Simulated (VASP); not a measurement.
# Sb (R-3m) in VASP: a series of runs

The runs below take Sb through relaxation of shape and atoms at fixed volume, with PBE+D3(BJ).

Everything below comes from runs of VASP 6.6.1. Logs are shortened: lines on timing, memory, paths and dates and some standing lists are left out, and cuts for length are marked.

## Step 1: The cell of the first run

It takes space group R-3m (No. 166, trigonal). Conventional cell: a = 4.217 Å, b = 4.217 Å, c = 10.558 Å, α = 90.00°, β = 90.00°, γ = 120.00°. Sb (site symmetry 3m) has 6 Sb at 2.88 to 3.14 Å within 3.8 Å.

## Step 2: Relaxation of shape and atoms at fixed volume, PBE+D3(BJ) (27.10 Å³/atom)

INCAR reads:

```
SYSTEM = Sb
PREC = Accurate ; ENCUT = 600
EDIFF = 1E-7 ; ISMEAR = 0
SIGMA = 0.1 ; LREAL = .FALSE.
LASPH = .TRUE. ; NELM = 100
ALGO = Normal ; ISIF = 4
LWAVE = .FALSE. ; LCHARG = .FALSE.
GGA = PE ; IVDW = 12
IBRION = 2 ; NSW = 50
EDIFFG = -0.01
```

KPOINTS reads:

```
Automatic mesh
0
G
  12 12 12
  0 0 0
```

POSCAR reads:

```
Sb
1.0
    2.1084518971      1.2173152705      3.5194711777
   -2.1084518971      1.2173152705      3.5194711777
    0.0000000000     -2.4346305407      3.5194711778
Sb
2
Direct
    0.2394708302      0.2394708302      0.2394708302
    0.7605291698      0.7605291698      0.7605291698
```

Potentials or basis: VASP PAW PBE potentials, release 64 (Sb).

Started as:

```sh
$ cat potpaw_PBE.64/Sb/POTCAR > POTCAR
$ mpirun -np 1 vasp_std > vasp.out
```

OUTCAR:

```text
SYSTEM = Sb
   PREC = Accurate
   ENCUT = 600
   EDIFF = 1E-7
   ISMEAR = 0
   LREAL = .FALSE.
   LASPH = .TRUE.
   NELM = 100
   ISIF = 4
   GGA = PE
   IVDW = 12
   IBRION = 2
   NSW = 50
   EDIFFG = -0.01
 IVDW          = 12

 ion  position               nearest neighbor table
   1  0.239  0.239  0.239-   2 2.88   2 2.88   2 2.88   2 3.14   2 3.14   2 3.14
   2  0.761  0.761  0.761-   1 2.88   1 2.88   1 2.88   1 3.14   1 3.14   1 3.14

  LATTYP: Found a trigonal (rhomboedric) cell.
 ALAT       =     4.2794980127
 COS(alpha) =     0.5145195652

  Lattice vectors:

 A1 = (   2.1084518971,   1.2173152705,   3.5194711777)
 A2 = (  -2.1084518971,   1.2173152705,   3.5194711777)
 A3 = (   0.0000000000,  -2.4346305407,   3.5194711778)

Analysis of symmetry for initial positions (statically):
=====================================================================
 Subroutine PRICEL returns:
 Original cell was already a primitive cell.

 Routine SETGRP: Setting up the symmetry group for a
 trigonal (rhombohedral) supercell.

 Subroutine GETGRP returns: Found 12 space group operations
 (whereof 12 operations were pure point group operations)
 out of a pool of 12 trial point group operations.

The static configuration has the point symmetry D_3d.

Analysis of symmetry for dynamics (positions and initial velocities):
=====================================================================
 Subroutine PRICEL returns:
 Original cell was already a primitive cell.

 Routine SETGRP: Setting up the symmetry group for a
 trigonal (rhombohedral) supercell.

 Subroutine GETGRP returns: Found 12 space group operations
 (whereof 12 operations were pure point group operations)
 out of a pool of 12 trial point group operations.

The dynamic configuration has the point symmetry D_3d.

 Subroutine INISYM returns: Found 12 space group operations
 (whereof 12 operations are pure point group operations),
 and found     1 'primitive' translations

----------------------------------------------------------------------------------------

                                     Primitive cell

  volume of cell :      54.1995

  direct lattice vectors                    reciprocal lattice vectors
     2.108451897  1.217315271  3.519471178     0.237140814  0.136913313  0.094711198
    -2.108451897  1.217315271  3.519471178    -0.237140814  0.136913313  0.094711198
     0.000000000 -2.434630541  3.519471178     0.000000000 -0.273826626  0.094711199

  length of vectors
     4.279498013  4.279498013  4.279498013     0.289743390  0.289743390  0.289743390

  position of ions in fractional coordinates (direct lattice)
     0.239470830  0.239470830  0.239470830
     0.760529170  0.760529170  0.760529170

  ion indices of the primitive-cell ions
   primitive index   ion index
                 1           1
                 2           2

----------------------------------------------------------------------------------------

 KPOINTS: Automatic mesh

Automatic generation of k-mesh.
 Grid dimensions read from file:
 generate k-points for:   12   12   12

 Generating k-lattice:

  Cartesian coordinates                     Fractional coordinates (reciprocal lattice)
     0.019761735  0.011409443  0.007892600     0.083333333  0.000000000  0.000000000
    -0.019761735  0.011409443  0.007892600     0.000000000  0.083333333  0.000000000
     0.000000000 -0.022818886  0.007892600     0.000000000  0.000000000  0.083333333

  Length of vectors
     0.024145283  0.024145283  0.024145283

  Shift w.r.t. Gamma in fractional coordinates (k-lattice)
     0.000000000  0.000000000  0.000000000

 Subroutine IBZKPT returns following result:
 ===========================================

 Found    189 irreducible k-points:

 Following reciprocal coordinates:
            Coordinates               Weight
  0.000000  0.000000  0.000000      1.000000
  0.083333 -0.000000 -0.000000      6.000000
  0.166667 -0.000000 -0.000000      6.000000
  0.250000  0.000000  0.000000      6.000000
  0.333333  0.000000 -0.000000      6.000000
  0.416667  0.000000  0.000000      6.000000
[... 16 lines left out ...]
  0.500000  0.166667  0.000000     12.000000
 -0.416667  0.166667 -0.000000     12.000000
 [... further k-points ...]
   k-points           NKPTS =    189   k-points in BZ     NKDIM =    189   number of bands    NBANDS=      9
   number of dos      NEDOS =    301   number of ions     NIONS =      2
   total plane-waves  NPLWV =  46656
   dimension x,y,z NGX =    36 NGY =   36 NGZ =   36
   dimension x,y,z NGXF=    72 NGYF=   72 NGZF=   72
   ions per type =               2
   NGX,Y,Z   is equivalent  to a cutoff of  13.98, 13.98, 13.98 a.u.
   NGXF,Y,Z  is equivalent  to a cutoff of  27.97, 27.97, 27.97 a.u.
 SYSTEM =  Sb
   PREC   = accura    normal or accurate (medium, high low for compatibility)
   ISTART =      0    job   : 0-new  1-cont  2-samecut
   ICHARG =      2    charge: 1-file 2-atom 10-const
   ISPIN  =      1    spin polarized calculation?
   LNONCOLLINEAR =      F non collinear calculations
   LSORBIT =      F    spin-orbit coupling
   LASPH  =      T    aspherical Exc in radial PAW
   ENCUT  =  600.0 eV  44.10 Ry    6.64 a.u.   8.55  8.55  8.55*2*pi/ulx,y,z
   NELM   =    100;   NELMIN=  2; NELMDL= -5     # of ELM steps
   EDIFF  = 0.1E-06   stopping-criterion for ELM
   LREAL  =      F    real-space projection
   EDIFFG = -.1E-01   stopping-criterion for IOM
   NSW    =     50    number of steps for IOM
   IBRION =      2    ionic relax: 0-MD 1-quasi-New 2-CG
   NFREE  =      1    steps in history (QN), initial steepest desc. (CG)
   ISIF   =      4    stress and relaxation
   ISYM   =      2    0-nonsym 1-usesym 2-fastsym
   POTIM  = 0.5000    time-step for ionic-motion
   TEBEG  =    0.0;   TEEND  =   0.0 temperature during run
   PSTRESS=    0.0 pullay stress
   NELECT =      10.0000    total number of electrons
   NUPDOWN=      -1.0000    fix difference up-down
   EMIN   =  10.00;   EMAX   =-10.00  energy-range for DOS
   EFERMI =   0.00;   METHOD = LEGACY
   ISMEAR =     0;   SIGMA  =   0.10  broadening in eV -4-tet -1-fermi 0-gaus
   EFERMI_NEDOS =   21; number of points for ismear=-14 and -15
   IALGO  =     38    algorithm
   IMIX   =      4    mixing-type and parameters
     AMIX     =   0.40;   BMIX     =  1.00
     AMIX_MAG =   1.60;   BMIX_MAG =  1.00
  volume/ion in A,a.u.               =      27.10       182.88
  Fermi-wavevector in a.u.,A,eV,Ry     =   0.931987  1.761199 11.818008  0.868599
  Thomas-Fermi vector in A             =   2.058537
   LORBIT       =      0    0 simple, 1 ext, 2 COOP (PROOUT), +10 PAW based schemes
   GGA     = PE    functional components
   LHFCALC =     F    Hartree Fock is set to
   AEXX    =    0.0000 exact exchange contribution
   IVDW    =    12    specifies the selected vdW correction
   LEPSILON=     F    determine dielectric tensor
   LRPA    =     F    only Hartree local field effects (RPA)
 conjugate gradient relaxation of ions
 non-spin polarized calculation
 Gauss-broadening in eV      SIGMA  =   0.10
  energy-cutoff  :      600.00
  volume of cell :       54.20
 maximum number of plane-waves:      1841
 NGX is ok and might be reduce to    36
   NGX = 17   NGY = 17   NGZ = 17

--------------------------------------- Ionic step        1  -------------------------------------------

 number of electron      10.0000000 magnetization

 Free energy of the ion-electron system (eV)
  ---------------------------------------------------
  ext. energy  EPLUGINS =         0.00000000
  ---------------------------------------------------
  free energy    TOTEN  =        -8.06690988 eV

  energy without entropy =       -8.06497931  energy(sigma->0) =       -8.06594460

------------------------ aborting loop because EDIFF is reached ----------------------------------------

 Edisp (eV)   -1.05653

 E8    (eV) :    -0.4926

  FORCE on cell =-STRESS in cart. coord.  units (eV):
  Direction    XX          YY          ZZ          XY          YZ          ZX
  --------------------------------------------------------------------------------------
  -------------------------------------------------------------------------------------
  Total       2.00111     2.00111     1.89143     0.00000    -0.00000     0.00000
  in kB      59.15437    59.15437    55.91198     0.00000    -0.00000     0.00000
  external pressure =       58.07 kB  Pullay stress =        0.00 kB
[... 101 lines left out ...]
  energy  without entropy=       -9.1244607971  energy(sigma->0) =       -9.12602669

--------------------------------------- Ionic step        4  -------------------------------------------

 number of electron      10.0000000 magnetization

 Free energy of the ion-electron system (eV)
  ---------------------------------------------------
  ext. energy  EPLUGINS =         0.00000000
  ---------------------------------------------------
  free energy    TOTEN  =        -8.07120323 eV

  energy without entropy =       -8.06820700  energy(sigma->0) =       -8.06970511

 E-fermi :   8.4865     XC(G=0): -10.0295

 val. band max:        8.4831395778   @ k =   0.4167   0.0833   0.0833
 cond. band min:       8.5248256659   @ k =  -0.4167   0.1667   0.0833
 fundamental gap:      0.0416860881
 Fermi energy:         8.4864562311

 k-point     1 :       0.0000    0.0000    0.0000
  band No.  band energies     occupation
      1      -4.7927      2.00000
      2       4.5164      2.00000
      3       6.5528      2.00000
      4       6.6130      2.00000
      5       6.6130      2.00000
      6      11.5725      0.00000
      7      11.8158      0.00000
      8      11.8158      0.00000
      9      13.2518      0.00000
[... 265 lines left out ...]
 k-point    24 :      -0.4167    0.1667   -0.0000
  band No.  band energies     occupation
      1      -1.9231      2.00000
      2      -1.2944      2.00000
      3       4.6639      2.00000
      4       6.3300      2.00000
      5       6.8978      2.00000
      6       9.5038      0.00000
      7      10.2825      0.00000
      8      12.0572      0.00000
      9      15.4137      0.00000

 [... further k-points ...]

------------------------ aborting loop because EDIFF is reached ----------------------------------------

 Edisp (eV)   -1.05642

 E8    (eV) :    -0.4925

  FORCE on cell =-STRESS in cart. coord.  units (eV):
  Direction    XX          YY          ZZ          XY          YZ          ZX
  --------------------------------------------------------------------------------------
  -------------------------------------------------------------------------------------
  Total       1.76183     1.76183     1.73186    -0.00000     0.00000     0.00000
  in kB      52.08111    52.08111    51.19508    -0.00000     0.00000     0.00000
  external pressure =       51.79 kB  Pullay stress =        0.00 kB
[... 17 lines left out ...]
  FREE ENERGIE OF THE ION-ELECTRON SYSTEM (eV)
  ---------------------------------------------------
  free  energy   TOTEN  =        -9.1276261764 eV

  energy  without entropy=       -9.1246299397  energy(sigma->0) =       -9.12612806

 reached required accuracy - stopping structural energy minimisation
```

Run time: 5.3 min. Hardware: 1 thread of Intel Xeon 8259CL, shared host; peak memory 0.29 GiB.

What came out:

```
Free energy                  : -9.1276 eV
Energy gained by relaxing    : 2.1 meV/atom
Ionic steps                  : 4
Pressure after relaxing      : 5.2 GPa
Largest force after relaxing : 0.006 eV/Å
Band gap on the k mesh       : zero (bands 5 and 6 overlap by 0.68 eV)
Dispersion energy per atom   : -0.528 eV
```

Forces on the atoms (eV/Å):
```
Sb   0.000  0.000 -0.006
Sb   0.000  0.000  0.006
```

Stress tensor (GPa, compression positive):
```
5.21 0.00 0.00
0.00 5.21 0.00
0.00 0.00 5.12
```

The path:
```
step  energy change (eV)  largest force (eV/Å)  pressure (GPa)  volume (Å³)
   1              0.0000                0.1727            5.81        54.20
   2             -0.0025                0.1044            5.59        54.20
   3             -0.0041                0.0156            5.14        54.20
   4             -0.0042                0.0062            5.18        54.20
```

Final structure:
```
Sb
1.0
     2.11416    1.22061    3.50050
    -2.11416    1.22061    3.50050
     0.00000   -2.44122    3.50050
Sb
2
Direct
  0.24189 0.24189 0.24189
  0.75811 0.75811 0.75811
```

Caveat: spin-orbit coupling is left out, which moves the levels of the heavy elements.

## Step 3: Relaxation of shape and atoms at fixed volume, PBE+D3(BJ) (27.99 Å³/atom)

This run uses another cell than the first one, of 27.99 Å³/atom.

INCAR reads:

```
SYSTEM = Sb
PREC = Accurate
ENCUT = 600
EDIFF = 1E-7
ISMEAR = 0
SIGMA = 0.1
LREAL = .False.
LASPH = .True.
NELM = 100
ALGO = Normal
ISIF = 4
LWAVE = .False.
LCHARG = .False.
GGA = PE
IVDW = 12
IBRION = 2
NSW = 50
EDIFFG = -0.01
```

KPOINTS reads:

```
Automatic mesh
0
Gamma
  12 12 12
  0 0 0
```

POSCAR reads:

```
Sb
1.0
    2.1239423085      1.2262586636      3.5826619954
   -2.1239423085      1.2262586636      3.5826619954
    0.0000000000     -2.4525173271      3.5826619955
Sb
2
Direct
    0.2377700137      0.2377700137      0.2377700137
    0.7622299863      0.7622299863      0.7622299863
```

Potentials or basis: VASP PAW PBE potentials, release 64 (Sb).

Started as:

```sh
$ cat potpaw_PBE.64/Sb/POTCAR > POTCAR
$ mpirun -np 1 vasp_std > vasp.out
```

Run time: 7.8 min. Hardware: 1 thread of Intel Xeon 8259CL, shared host; peak memory 0.3 GiB.

Results (log left out):

| Property | Result |
| --- | --- |
| Free energy | -9.1734 eV |
| Energy gained by relaxing | 2.2 meV/atom |
| Ionic steps | 7 |
| Pressure after relaxing | 3.1 GPa |
| Band gap on the k mesh | zero (bands 5 and 6 overlap by 0.57 eV) |
| Dispersion energy per atom | -0.511 eV |

The path:
| step | energy change (eV) | largest force (eV/Å) | pressure (GPa) | volume (Å³) |
| --- | --- | --- | --- | --- |
| 1 | 0.0000 | 0.1769 | 3.74 | 55.99 |
| 2 | -0.0026 | 0.1024 | 3.49 | 55.99 |
| 3 | -0.0042 | 0.0286 | 3.01 | 55.99 |
| 4 | -0.0043 | 0.0103 | 3.08 | 55.99 |
| 5 | -0.0043 | 0.0072 | 3.09 | 55.99 |
| 6 | -0.0044 | 0.0033 | 3.09 | 55.99 |
| 7 | -0.0044 | 0.0004 | 3.09 | 55.99 |

Final structure:
```xyz
2
Lattice="2.1333 1.2316 3.5514 -2.1333 1.2316 3.5514 0.0000 -2.4633 3.5514" Properties=species:S:1:pos:R:3 pbc="T T T"
Sb    0.0000    0.0000    2.5557
Sb    0.0000    0.0000    8.0984
```

Levels at points of the mesh, in eV from the Fermi level:
```
           k point  band 3  band 4  band 5  band 6  band 7  band 8
(0.00, 0.00, 0.00)   -1.92   -1.86   -1.86    2.83    3.16    3.16
(0.50, 0.00, 0.00)   -1.51   -1.31   -0.37    0.01    0.05    0.37
(0.50, 0.50, 0.00)   -5.97   -3.95   -3.93    1.64    5.54    5.75
(0.50, 0.50, 0.50)   -1.15   -1.15   -0.27   -0.27   -0.19    0.86
```

Caveat: spin-orbit coupling is left out, which moves the levels of the heavy elements.

## Step 4: Relaxation of shape and atoms at fixed volume, PBE+D3(BJ) (28.89 Å³/atom)

This run uses another cell than the first one, of 28.89 Å³/atom.

INCAR reads:

```
ALGO     = Normal         # electronic algorithm
EDIFF    = 1E-7           # SCF threshold, eV
EDIFFG   = -0.01          # ionic threshold
ENCUT    = 600            # plane-wave cutoff, eV
GGA      = PE             # functional
IBRION   = 2              # ionic algorithm
ISIF     = 4              # what is computed and relaxed
ISMEAR   = 0              # smearing method
IVDW     = 12             # dispersion correction
LASPH    = True           # aspherical terms in the spheres
LCHARG   = False          # write CHGCAR
LREAL    = False          # projectors in reciprocal space
LWAVE    = False          # write WAVECAR
NELM     = 100            # most SCF steps
NSW      = 50             # ionic steps
PREC     = Accurate       # precision mode
SIGMA    = 0.1            # smearing width, eV
```

KPOINTS reads:

```
k-points
0
Gamma
  12 12 12
```

POSCAR reads:

```
Sb
1.0
    2.1397724051      1.2353981741      3.6425035578
   -2.1397724051      1.2353981741      3.6425035578
    0.0000000000     -2.4707963481      3.6425035578
Sb
2
Direct
    0.2361487235      0.2361487235      0.2361487235
    0.7638512765      0.7638512765      0.7638512765
```

Started as:

```sh
$ cat potpaw_PBE.64/Sb/POTCAR > POTCAR
$ mpirun -np 1 vasp_std > vasp.out
```

Run time: 5.6 min. Hardware: 1 thread of Intel Xeon 8259CL, shared host; peak memory 0.3 GiB.

The run converged. Its results:

```yaml
Free_energy: -9.1980 eV
Energy_gained_by_relaxing: 2.2 meV/atom
Ionic_steps: 6
Pressure_after_relaxing: 1.4 GPa
Band_gap_on_the_k_mesh: zero (bands 5 and 6 overlap by 0.36 eV)
Dispersion_energy_per_atom: -0.495 eV
```

Step by step:
| step | energy change (eV) | largest force (eV/Å) | pressure (GPa) | volume (Å³) |
| --- | --- | --- | --- | --- |
| 1 | 0.0000 | 0.1870 | 2.01 | 57.77 |
| 2 | -0.0028 | 0.1012 | 1.75 | 57.77 |
| 3 | -0.0042 | 0.0227 | 1.36 | 57.77 |
| 4 | -0.0042 | 0.0103 | 1.40 | 57.77 |
| 5 | -0.0043 | 0.0052 | 1.39 | 57.77 |
| 6 | -0.0044 | 0.0005 | 1.38 | 57.77 |

Final structure:
```yaml
crystal:
  lattice:
    - [2.14867, 1.24053, 3.61241]
    - [-2.14867, 1.24053, 3.61241]
    - [0.00000, -2.48107, 3.61241]
  atoms:
    - { symbol: Sb, position: [0.23815, 0.23815, 0.23815] }
    - { symbol: Sb, position: [0.76185, 0.76185, 0.76185] }
```

Levels at points of the mesh, in eV from the Fermi level:
| k point | band 2 | band 3 | band 4 | band 5 | band 6 | band 7 | band 8 | band 9 |
| --- | --- | --- | --- | --- | --- | --- | --- | --- |
| (0.00, 0.00, 0.00) | -4.44 | -1.92 | -1.82 | -1.82 | 2.62 | 3.02 | 3.02 | 4.89 |
| (0.50, 0.00, 0.00) | -9.82 | -1.60 | -1.41 | -0.32 | -0.04 | 0.16 | 0.32 | 8.17 |
| (0.50, 0.50, 0.00) | -7.77 | -5.75 | -3.84 | -3.81 | 1.67 | 5.32 | 5.61 | 7.51 |
| (0.50, 0.50, 0.50) | -9.33 | -1.18 | -1.18 | -0.30 | -0.15 | -0.15 | 0.91 | 7.67 |

Caveat: spin-orbit coupling is left out, which moves the levels of the heavy elements.

## Step 5: The runs side by side

```csv
cell,gap on the mesh (eV),pressure (GPa)
"relaxed from a = 4.279 Å, angles 59.0°, 2 atoms, atomic positions A",none,5.2
"relaxed from a = 4.342 Å, angles 58.6°, 2 atoms, atomic positions B",none,3.1
"relaxed from a = 4.401 Å, angles 58.2°, 2 atoms, atomic positions C",none,1.4
```

Alike in all rows: task relaxation of shape and atoms at fixed volume; level PBE+D3(BJ); potentials or basis VASP PAW PBE potentials, release 64 (Sb); no spin polarisation; k mesh 12 × 12 × 12; cutoff (eV) 600; smearing gaussian 0.1 eV.

Caveats: spin-orbit coupling is left out, which moves the levels of the heavy elements.

Absolute energies hang on the potentials; compare differences alone.
